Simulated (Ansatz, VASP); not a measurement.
Rh: VASP beside Ansatz

```xyz
2
Lattice="0.0000 2.7101 2.7101 2.7101 0.0000 2.7101 2.7101 2.7101 0.0000" Properties=species:S:1:pos:R:3 pbc="T T T"
Rh    0.0000    0.0000    0.0000
Rh    1.3550    1.3550    1.3550
```

Change from the starting cell: volume scaled by 0.95, PAW files.

Alike in both runs: task electric field gradients; functional PBE; k mesh 11 × 11 × 11; occupations fermi-dirac, width 0.08 eV; no spin polarisation.

```csv
,VASP,Ansatz
version,VASP 6.6.1,Ansatz 0.2.0
potentials or method,"VASP PAW PBE potentials, release 64 (Rh_pv)","PAW with Ansatz's default frozen-core files, scalar-relativistic"
plane-wave cutoff (eV),520,420
valence electrons in the cell,30,34
```

|  | VASP | Ansatz | Ansatz less VASP |
| --- | --- | --- | --- |
| pressure (GPa) | 7.7 | 7.5 | -0.19 |

VASP's potentials hold 30 valence electrons a cell and Ansatz's 34, so a difference there can come from the potentials and not from the codes.
